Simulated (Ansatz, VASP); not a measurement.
## Al2Cu: VASP beside Ansatz

```xyz
3
Lattice="-1.9969 1.9969 3.0360 1.9969 -1.9969 3.0360 1.9969 1.9969 -3.0360" Properties=species:S:1:pos:R:3 pbc="T T T"
Al    0.0000    1.9969    1.5180
Al    1.9969    0.0000    1.5180
Cu    0.0000    0.0000    3.0360
```

Alike in both runs: task single point; functional PBE; k mesh 14 × 14 × 14; occupations gaussian, width 0.15 eV; no spin polarisation.

|  | VASP | Ansatz |
| --- | --- | --- |
| version | VASP 6.6.1 | Ansatz 0.2.0 |
| potentials or method | VASP PAW PBE potentials, release 64 (Al, Cu), cutoff 520 eV | scalar-relativistic, plane waves, PAW |
| valence electrons in the cell | 17 | 25 |

|  | VASP | Ansatz | Ansatz less VASP |
| --- | --- | --- | --- |
| gap on the k mesh at the Fermi level (eV) | none | none | - |
| pressure (GPa) | 0.2 | 0.1 | -0.08 |
| traceless stress, the component that is largest in VASP (GPa) | -3.84 | -3.88 | -0.041 |

A gap of «none» marks a metal or a gap that the smearing closes. VASP's potentials hold 17 valence electrons a cell and Ansatz's 25, so a difference there can come from the potentials and not from the codes.
